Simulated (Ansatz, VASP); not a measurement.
Tl: VASP beside Ansatz

File INCAR:

```
SYSTEM = Tl
PREC     = Accurate       ! precision mode
ENCUT    = 520            ! plane-wave cutoff, eV
EDIFF    = 1E-6           ! SCF threshold, eV
ISMEAR   = -1             ! smearing method
SIGMA    = 0.1            ! smearing width, eV
LREAL    = .False.        ! projectors in reciprocal space
LASPH    = .True.         ! aspherical terms in the spheres
NELM     = 80             ! most SCF steps
ALGO     = Normal         ! electronic algorithm
ISIF     = 2              ! what is computed and relaxed
LWAVE    = .False.        ! write WAVECAR
LCHARG   = .False.        ! write CHGCAR
GGA      = CA             ! functional
NBANDS   = 20             ! bands
```

Contents of KPOINTS:

```
regular mesh
0
Gamma
  3 3 2
  0 0 0
```

File POSCAR:

```
Tl
1.0
    3.4014029632      0.0000000000      0.0000000000
   -1.7007014816      2.9457013746      0.0000000000
    0.0000000000      0.0000000000      5.4430041633
Tl
2
Direct
    0.3333333333      0.6666666667      0.2500000000
    0.6666666667      0.3333333333      0.7500000000
```

Input for Ansatz:

```yaml
crystal:
  lattice:
    - [3.4014029632, 0.0, 0.0]
    - [-1.7007014816, 2.9457013746, 0.0]
    - [0.0, 0.0, 5.4430041633]
  atoms:
    - { symbol: Tl, position: [0.3333333333, 0.6666666667, 0.25] }
    - { symbol: Tl, position: [0.6666666667, 0.3333333333, 0.75] }
hamiltonian:
  xc: lda
  pseudopotentials:
    kind: paw
    azcp:
      Tl: "pseudopotentials/Tl.paw.azcp"
basis:
  ecutwfc: 420
  fft_grid_basis: typed
kpoints:
  mp_grid: { grid: [3, 3, 2], shift: [0, 0, 0] }
magnetization:
  spin_polarized: false
scf:
  occupations: { method: fermi_dirac, width: 0.1 }
  lower_state_search: "off"
output:
  stress: true
```

Alike in both runs: task single point; functional LDA; k mesh 3 × 3 × 2; occupations fermi-dirac, width 0.1 eV; no spin polarisation.

|  | VASP | Ansatz |
| --- | --- | --- |
| version | VASP 6.6.1 | Ansatz 0.2.0 |
| potentials or method | VASP PAW LDA potentials, release 64 (Tl_d), cutoff 520 eV | plane waves (420 eV) with PAW, scalar-relativistic |
| valence electrons in the cell | 26 | 26 |

```csv
,VASP,Ansatz,Ansatz less VASP
pressure (GPa),-0.1,-0.1,-0.05
"traceless stress, the component that is largest in VASP (GPa)",-0.11,-0.16,-0.045
```

Ansatz warns that its potentials were made for another functional, while VASP's fit it. LDA's correlation is that of Perdew and Zunger in VASP and of Perdew and Wang (1992) in Ansatz.

The k mesh is coarse, so the values compare programs but aren't converged. Spin-orbit coupling is off throughout.
